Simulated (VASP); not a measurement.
# BH8C2N (P-1) in VASP: notebook, part 2 of 2

VASP 6.6.1. The steps go on from the part before.

## Step 3: Single point, PBE+D3(BJ)

This run uses another cell than the first one, of 8.09 Å³/atom.

The input, INCAR:

```
SYSTEM = BH8C2N
PREC = Accurate ; ENCUT = 520
EDIFF = 1E-6 ; ISMEAR = 0
SIGMA = 0.1 ; LREAL = Auto
LASPH = .TRUE. ; NELM = 100
ALGO = Normal ; ISIF = 2
LWAVE = .FALSE. ; LCHARG = .FALSE.
GGA = PE ; IVDW = 12
NBANDS = 42
```

The input, KPOINTS:

```
regular mesh
0
G
  4 4 4
  0 0 0
```

The input, POSCAR:

```
BH8C2N
1.0
    5.8255227284     -0.0121805456     -0.0255406507
    2.4431426090      5.4794210201     -0.0358654456
    0.8892343335      0.7001233578      6.0717434458
B H C N
2 16 4 2
Direct
    0.4879427405      0.8702996069      0.8997400557
    0.5120572595      0.1297003931      0.1002599443
    0.6650321985      0.1452637487      0.5243332783
    0.3349678015      0.8547362513      0.4756667217
    0.8658865542      0.0326926273      0.7449816676
    0.1341134458      0.9673073727      0.2550183324
    0.6852681067      0.3538805817      0.6916580476
    0.3147318933      0.6461194183      0.3083419524
    0.2296965181      0.5154580123      0.7737001676
    0.7703034819      0.4845419877      0.2262998324
    0.0795873177      0.3100607168      0.8821712237
    0.9204126823      0.6899392832      0.1178287763
    0.2129220605      0.3071987033      0.6037644358
    0.7870779395      0.6928012967      0.3962355642
    0.2900996208      0.8597487673      0.8736739172
    0.7099003792      0.1402512327      0.1263260828
    0.6706307760      0.7246973061      0.8051512681
    0.3293692240      0.2753026939      0.1948487319
    0.6860989219      0.1704595220      0.6918040986
    0.3139010781      0.8295404780      0.3081959014
    0.2350696160      0.3306675446      0.7715693793
    0.7649303840      0.6693324554      0.2284306207
    0.4771499099      0.1445193020      0.8445679506
    0.5228500901      0.8554806980      0.1554320494
```

Potentials or basis: VASP PAW PBE potentials, release 64 (B, H, C, N).

Run with:

```
$ cat potpaw_PBE.64/B/POTCAR potpaw_PBE.64/H/POTCAR potpaw_PBE.64/C/POTCAR potpaw_PBE.64/N/POTCAR > POTCAR
$ mpirun -np 1 vasp_std > vasp.out
```

OUTCAR:

```text
SYSTEM = BH8C2N
   PREC = Accurate
   ENCUT = 520
   EDIFF = 1E-6
   ISMEAR = 0
   LREAL = Auto
   LASPH = .TRUE.
   NELM = 100
   ISIF = 2
   GGA = PE
   IVDW = 12
 IVDW          = 12

 ion  position               nearest neighbor table
   1  0.488  0.870  0.900-  17 1.21  15 1.21  23 1.60  24 1.60
   2  0.512  0.130  0.100-  18 1.21  16 1.21  24 1.60  23 1.60
   3  0.665  0.145  0.524-  19 1.10
   4  0.335  0.855  0.476-  20 1.10
   5  0.866  0.033  0.745-  19 1.09
   6  0.134  0.967  0.255-  20 1.09
   7  0.685  0.354  0.692-  19 1.10
   8  0.315  0.646  0.308-  20 1.10
[... 8 lines left out ...]
  17  0.671  0.725  0.805-   1 1.21
  18  0.329  0.275  0.195-   2 1.21
  19  0.686  0.170  0.692-   5 1.09   7 1.10   3 1.10  23 1.48
  20  0.314  0.830  0.308-   6 1.09   8 1.10   4 1.10  24 1.48
  21  0.235  0.331  0.772-  11 1.09   9 1.10  13 1.10  23 1.48
  22  0.765  0.669  0.228-  12 1.09  10 1.10  14 1.10  24 1.48
  23  0.477  0.145  0.845-  21 1.48  19 1.48   1 1.60   2 1.60
  24  0.523  0.855  0.155-  22 1.48  20 1.48   2 1.60   1 1.60

  LATTYP: Found a triclinic cell.
 ALAT       =    12.0307839503
 B/A-ratio  =     0.4842237609
[... 237 lines left out ...]
 k-point     1 :       0.0000    0.0000    0.0000
  band No.  band energies     occupation
      1     -19.3247      2.00000
      2     -18.3654      2.00000
      3     -13.3411      2.00000
      4     -13.1677      2.00000
      5     -12.6736      2.00000
      6     -10.8805      2.00000
[... 925 lines left out ...]
     35       8.0971      0.00000
     36       8.4005      0.00000

 [... further k-points ...]

 [bands above 36 left out]

------------------------ aborting loop because EDIFF is reached ----------------------------------------

 Edisp (eV)   -1.33750

 E8    (eV) :    -0.3132

  FORCE on cell =-STRESS in cart. coord.  units (eV):
  Direction    XX          YY          ZZ          XY          YZ          ZX
  --------------------------------------------------------------------------------------
  -------------------------------------------------------------------------------------
  Total      -0.18967    -0.30964    -0.37340    -0.06009     0.03023    -0.03389
  in kB      -1.56465    -2.55429    -3.08029    -0.49566     0.24937    -0.27959
  external pressure =       -2.40 kB  Pullay stress =        0.00 kB

 VOLUME and BASIS-vectors are now :
 -----------------------------------------------------------------------------
  energy-cutoff  :      520.00
  volume of cell :      194.22
      direct lattice vectors                 reciprocal lattice vectors
     5.825522728 -0.012180546 -0.025540651     0.171426997 -0.076541755 -0.016280349
     2.443142609  5.479421020 -0.035865446     0.000288720  0.182234482 -0.021055461
     0.889234334  0.700123358  6.071743446     0.000722809  0.000754478  0.164504485

 POSITION                                       TOTAL-FORCE (eV/Angst)
 -----------------------------------------------------------------------------------
      5.76887      5.39272      5.41931         0.002023      0.001479      0.003990
      3.38903      0.77464      0.59102        -0.002023     -0.001479     -0.003990
      4.69532      1.15496      3.16142        -0.005817     -0.003264     -0.023554
      4.46258      5.01241      2.84892         0.005817      0.003264      0.023554
      5.78658      0.69017      4.50005         0.016826     -0.011761      0.003852
      3.37132      5.47720      1.51029        -0.016826      0.011761     -0.003852
[... 16 lines left out ...]
      3.88375      1.37737      5.11063         0.000139     -0.019032      0.016300
      5.27415      4.78999      0.89971        -0.000139      0.019032     -0.016300
 -----------------------------------------------------------------------------------
    total drift:                                0.000000      0.000000     -0.000000

  FREE ENERGIE OF THE ION-ELECTRON SYSTEM (eV)
  ---------------------------------------------------
  free  energy   TOTEN  =      -127.3514583431 eV

  energy  without entropy=     -127.3514583431  energy(sigma->0) =     -127.35145834
```

stdout:

```text
POSCAR found type information on POSCAR B H C N
 POSCAR found :  4 types and      24 ions
 scaLAPACK will be used
 LDA part: xc-table for (Slater+PW92), standard interpolation
 POSCAR, INCAR and KPOINTS ok, starting setup
 FFT: planning ... GRIDC
 FFT: planning ... GRID_SOFT
 FFT: planning ... GRID
 WAVECAR not read
 entering main loop
```

Run time: 16 min. Hardware: 1 thread of Intel Xeon 8259CL, shared host; peak memory 0.43 GiB.

Results:

| Property | Result |
| --- | --- |
| Free energy | -127.3515 eV |
| Pressure | -0.2 GPa |
| Largest force | 0.035 eV/Å |
| Band gap on the k mesh | 5.41 eV (least direct gap 5.71 eV) |
| Dispersion energy per atom | -0.056 eV |

Forces on the atoms (eV/Å):
```
B    0.002  0.001  0.004
B   -0.002 -0.001 -0.004
H   -0.006 -0.003 -0.024
H    0.006  0.003  0.024
H    0.017 -0.012  0.004
H   -0.017  0.012 -0.004
H    0.010  0.020 -0.002
H   -0.010 -0.020  0.002
H    0.008  0.022 -0.002
H   -0.008 -0.022  0.002
H   -0.018  0.004  0.011
H    0.018 -0.004 -0.011
H   -0.007 -0.004 -0.024
H    0.007  0.004  0.024
H   -0.009  0.001  0.001
H    0.009 -0.001 -0.001
H    0.007 -0.006 -0.006
H   -0.007  0.006  0.006
C    0.028 -0.020  0.008
C   -0.028  0.020 -0.008
C   -0.027  0.003  0.021
C    0.027 -0.003 -0.021
N    0.000 -0.019  0.016
N    0.000  0.019 -0.016
```

A k mesh can miss the band edges.

## Step 4: Single point, PBE+D3(BJ)

This run uses another cell than the first one, of 8.20 Å³/atom.

The input, INCAR:

```
ALGO = Normal
EDIFF = 1E-7
ENCUT = 520
GGA = PE
ISIF = 2
ISMEAR = 0
IVDW = 12
LASPH = T
LCHARG = F
LREAL = Auto
LWAVE = F
NBANDS = 42
NELM = 100
PREC = Accurate
SIGMA = 0.1
```

The input, KPOINTS:

```
k-points
0
Gamma
  4 4 4
```

The input, POSCAR:

```
BH8C2N
1.0
    5.8330000000      0.0000000000      0.0000000000
    2.4577894250      5.5052803872      0.0000000000
    0.9187760675      0.7327454405      6.1283386539
B H C N
2 16 4 2
Direct
    0.4865000000      0.8691000000      0.9062000000
    0.5135000000      0.1309000000      0.0938000000
    0.6610000000      0.1411000000      0.5426000000
    0.3390000000      0.8589000000      0.4574000000
    0.8446000000      0.0425000000      0.7349000000
    0.1554000000      0.9575000000      0.2651000000
    0.6813000000      0.3294000000      0.6843000000
    0.3187000000      0.6706000000      0.3157000000
    0.2331000000      0.4900000000      0.7656000000
    0.7669000000      0.5100000000      0.2344000000
    0.0953000000      0.3118000000      0.8746000000
    0.9047000000      0.6882000000      0.1254000000
    0.2124000000      0.3001000000      0.6261000000
    0.7876000000      0.6999000000      0.3739000000
    0.3276000000      0.8559000000      0.8859000000
    0.6724000000      0.1441000000      0.1141000000
    0.6315000000      0.7468000000      0.8292000000
    0.3685000000      0.2532000000      0.1708000000
    0.6831000000      0.1655000000      0.6884000000
    0.3169000000      0.8345000000      0.3116000000
    0.2338000000      0.3263000000      0.7714000000
    0.7662000000      0.6737000000      0.2286000000
    0.4762000000      0.1407000000      0.8438000000
    0.5238000000      0.8593000000      0.1562000000
```

Run with:

```
$ cat potpaw_PBE.64/B/POTCAR potpaw_PBE.64/H/POTCAR potpaw_PBE.64/C/POTCAR potpaw_PBE.64/N/POTCAR > POTCAR
$ mpirun -np 1 vasp_std > vasp.out
```

Wall time 17 min (1 thread of Intel Xeon 8259CL, shared host); peak memory 0.43 GiB.

Results (log left out):

```yaml
Free_energy: -120.8577 eV
Pressure: 26.0 GPa
Largest_force: 8.588 eV/Å
Band_gap_on_the_k_mesh: 5.85 eV
Dispersion_energy_per_atom: -0.055 eV
```

Forces in eV/Å, atoms in the order of the input:
```
B    3.864  6.220  4.486
B   -3.864 -6.220 -4.486
H   -1.762 -1.322 -4.869
H    1.762  1.322  4.869
H    3.595 -3.419  1.582
H   -3.595  3.419 -1.582
H    2.120  4.895 -0.097
H   -2.120 -4.895  0.097
H    2.152  4.889 -0.151
H   -2.152 -4.889  0.151
H   -3.922 -0.066  3.368
H    3.922  0.066 -3.368
H   -1.772 -1.398 -4.875
H    1.772  1.398  4.875
H   -8.379 -0.414 -0.840
H    8.379  0.414  0.840
H    4.374 -6.041 -3.891
H   -4.374  6.041  3.891
C   -3.652 -0.182  3.104
C    3.652  0.182 -3.104
C    3.319 -3.239  1.569
C   -3.319  3.239 -1.569
N   -0.041  0.063  0.051
N    0.041 -0.063 -0.051
```

Stress tensor (GPa, compression positive):
```
30.22 -0.24  0.65
-0.24 26.08  6.30
 0.65  6.30 21.83
```

Levels at points of the mesh, in eV from the valence-band top:
```tsv
k point	band 22	band 23	band 24	band 25	band 26	band 27
(0.00, 0.00, 0.00)	-1.37	-1.16	0.00	5.85	7.11	7.28
(0.50, 0.00, 0.00)	-1.41	-1.39	-0.09	6.71	6.78	7.25
(0.00, 0.50, 0.00)	-1.42	-1.14	-0.27	6.60	6.78	6.89
(0.50, 0.50, 0.00)	-1.49	-1.15	-0.28	6.61	6.63	7.20
(0.00, 0.00, 0.50)	-1.46	-1.08	-0.23	6.28	6.59	7.00
(0.50, 0.00, 0.50)	-1.52	-1.23	-0.30	6.42	6.53	7.32
(0.00, 0.50, 0.50)	-1.43	-1.09	-0.53	5.91	6.23	7.00
(0.50, 0.50, 0.50)	-1.41	-1.10	-0.55	5.91	6.54	6.85
```

Caveat: the stress differs along the axes, from 22 to 30 GPa; forces of over 1 eV/Å act on the atoms, so gaps and moduli don't describe the material at rest.

## Step 5: Overview

| cell | smearing | gap on the mesh (eV) | pressure (GPa) | largest force (eV/Å) |
| --- | --- | --- | --- | --- |
| a = 5.792, b = 5.967, c = 6.134 Å, angles 81.2, 82.0, 66.1°, 24 atoms, atomic positions A | gaussian 0.02 eV | 5.39 | -0.1 | 0.03 |
| a = 5.826, b = 6.000, c = 6.176 Å, angles 81.0, 82.0, 66.1°, 24 atoms, atomic positions B | gaussian 0.1 eV | 5.41 | -0.2 | 0.04 |
| a = 5.833, b = 6.029, c = 6.240 Å, angles 80.4, 81.5, 65.9°, 24 atoms, atomic positions C | gaussian 0.1 eV | 5.85 | 26.0 | 8.59 |

Alike in all rows: task single point; level PBE+D3(BJ); potentials or basis VASP PAW PBE potentials, release 64 (B, H, C, N); no spin polarisation; k mesh 4 × 4 × 4; cutoff (eV) 520.

Caveats: the stress differs along the axes, from 22 to 30 GPa (at least some runs); forces of over 1 eV/Å act on the atoms, so gaps and moduli don't describe the material at rest (at least some runs).

Absolute energies hang on the potentials; compare differences alone.
